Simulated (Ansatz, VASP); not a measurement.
# Two plane-wave programs on Be

```
Be
1.0
     2.25441    0.00000    0.00000
    -1.12721    1.95238    0.00000
     0.00000    0.00000    3.53576
Be
2
Direct
  0.66667 0.33333 0.75000
  0.33333 0.66667 0.25000
```

Alike in both runs: task single point; functional r2SCAN; k mesh 13 × 13 × 8; occupations fermi-dirac, width 0.05 eV; no spin polarisation.

```csv
,VASP,Ansatz
version,VASP 6.6.1,Ansatz 0.2.0
potentials or method,"VASP PAW PBE potentials, release 64 (Be)",Ansatz PAW
plane-wave cutoff (eV),520,500
valence electrons in the cell,4,4
```

Ansatz gave:

- gap on the k mesh at the Fermi level (eV): none
- pressure (GPa): 2.2
- traceless stress, the component that is largest in VASP (GPa): 0.09

Q: Estimate VASP's values.

A: gap on the k mesh at the Fermi level (eV): none; pressure (GPa): 2.4; traceless stress, the component that is largest in VASP (GPa): 0.16.

VASP's potentials were made for PBE, not for r2SCAN. A gap of «none» marks a metal or a gap that the smearing closes. With one functional, cell and mesh, what is left measures potentials, basis and numerics.
